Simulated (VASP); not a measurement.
Mg, 2 atoms in the cell. Symmetry: P6_3/mmc, No. 194, hexagonal system. Conventional cell: a = 3.166 Å, b = 3.166 Å, c = 5.140 Å, α = 90.00°, β = 90.00°, γ = 120.00°. Within 4.1 Å of Mg (site symmetry -6m2) lie 12 Mg at 3.15 to 3.17 Å. 

| Quantity | Value |
| --- | --- |
| Program | VASP 6.6.1 |
| Task | single point |
| Functional | PBE |
| Dispersion | D3(BJ) |
| Potentials or basis | VASP PAW PBE potentials, release 64 (Mg) |
| Cutoff | 520 eV |
| k mesh | 10 × 10 × 5 |
| Occupations | fermi-dirac, width 0.05 eV |
| Spin | no spin polarisation |
| Dipole correction | no |
| Further INCAR settings | ALGO = Normal; EDIFF = 1e-07; NBANDS = 9 |

Potentials or basis: VASP PAW PBE potentials, release 64 (Mg).

Command:

```console
$ cat potpaw_PBE.64/Mg/POTCAR > POTCAR
$ mpirun -np 1 vasp_std > vasp.out
```

Hardware: 1 thread of Intel Xeon 8259CL (shared host).

Problem. How long does it take, and how much memory?

Solution. Wall time 14 s on 1 thread of Intel Xeon 8259CL, with other jobs on the host, peak memory 0.17 GiB. Counts: scf iterations 11, k points 42.
